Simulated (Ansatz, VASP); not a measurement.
# HgTe: VASP beside Ansatz

```
Hg Te
1.0
     2.99955   -3.00014    0.00000
     2.99955    3.00014    0.00000
     0.00000    0.00000    6.00867
Hg Te
2 2
Cartesian
  2.9995 1.2012 4.5065
  2.9995 -1.2012 1.5022
  2.9995 -1.7213 4.5065
  2.9995 1.7213 1.5022
```

Change from the starting cell: mode 4 (27.1 1/cm) frozen in, largest displacement -0.300 Å.

Alike in both runs: task single point; functional PBEsol; k mesh 12 × 12 × 8; occupations gaussian, width 0.15 eV; no spin polarisation.

|  | VASP | Ansatz |
| --- | --- | --- |
| version | VASP 6.6.1 | Ansatz 0.2.0 |
| potentials or method | VASP PAW PBE potentials, release 64 (Hg, Te), cutoff 520 eV | scalar-relativistic, plane waves, PAW |
| valence electrons in the cell | 36 | 72 |

```tsv
	VASP	Ansatz	Ansatz less VASP
gap on the k mesh at the Fermi level (eV)	none	none	-
pressure (GPa)	0.1	-0.1	-0.19
traceless stress, the component that is largest in VASP (GPa)	0.72	0.70	-0.022
rms of the force components (eV/Å)	0.075	0.076	+0.0010
```

VASP's potentials were made for PBE, not for PBEsol. Atom by atom the forces differ by 0.005 eV/Å (rms over components). A gap of «none» marks a metal or a gap that the smearing closes. VASP's potentials hold 36 valence electrons a cell and Ansatz's 72, so a difference there can come from the potentials and not from the codes.

Spin-orbit coupling is off throughout.
